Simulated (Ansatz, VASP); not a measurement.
Cd: VASP beside Ansatz

```
Cd
1.0
     2.99670    0.00000    0.00000
     0.00000    2.99670    0.00000
     0.00000    0.00000    2.99670
Cd
1
Cartesian
  0.0000 0.0000 0.0000
```

Alike in both runs: functional PBE; k mesh 14 × 14 × 14; occupations fermi-dirac, width 0.05 eV; no spin polarisation.

Ansatz relaxed the structure, and its values are those at the end. VASP's run is a single point on that final structure, the one shown.

```csv
,VASP,Ansatz
version,VASP 6.6.1,Ansatz 0.2.0
potentials or method,"VASP PAW PBE potentials, release 64 (Cd)","PAW with Ansatz's default frozen-core files, scalar-relativistic"
plane-wave cutoff (eV),520,420
valence electrons in the cell,12,20
```

VASP gave:

- pressure (GPa): 0.2

Estimate Ansatz's values.

pressure (GPa): 0.0.

VASP's potentials hold 12 valence electrons a cell and Ansatz's 20, so a difference there can come from the potentials and not from the codes.
